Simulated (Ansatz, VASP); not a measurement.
**One calculation of Ca3CrSe4, two programs**

```
Ca Cr Se
1.0
     5.99349    0.00000    0.00000
     0.00000    5.99349    0.00000
     0.00000    0.00000    5.99349
Ca Cr Se
3 1 4
Direct
  0.00000 0.50000 0.50000
  0.50000 0.00000 0.50000
  0.50000 0.50000 0.00000
  0.50000 0.50000 0.50000
  0.50000 0.00000 0.00000
  0.00000 0.50000 0.00000
  0.00000 0.00000 0.50000
  0.00000 0.00000 0.00000
```

Alike in both runs: functional PBE; k mesh 2 × 2 × 2; occupations gaussian, width 0.15 eV; collinear spin.

Ansatz relaxed the structure, and its values are those at the end. VASP's run is a single point on that final structure, the one shown.

|  | VASP | Ansatz |
| --- | --- | --- |
| version | VASP 6.6.1 | Ansatz 0.2.0 |
| potentials or method | VASP PAW PBE potentials, release 64 (Ca_sv, Cr_pv, Se), cutoff 520 eV | scalar-relativistic, plane waves, PAW |
| valence electrons in the cell | 66 | 108 |

```csv
,VASP,Ansatz,Ansatz less VASP
gap on the k mesh at the Fermi level (eV),none,none,-
pressure (GPa),0.5,0.4,-0.09
net moment per atom (μB),0.64,0.64,0.000
size of the moment on the site where the two differ most (μB),4.20,4.30,+0.095
```

Site moments also hang on the region over which each program counts them. A gap of «none» marks a metal or a gap that the smearing closes. VASP's potentials hold 66 valence electrons a cell and Ansatz's 108, so a difference there can come from the potentials and not from the codes.

The k mesh is coarse, so the values compare programs but aren't converged.
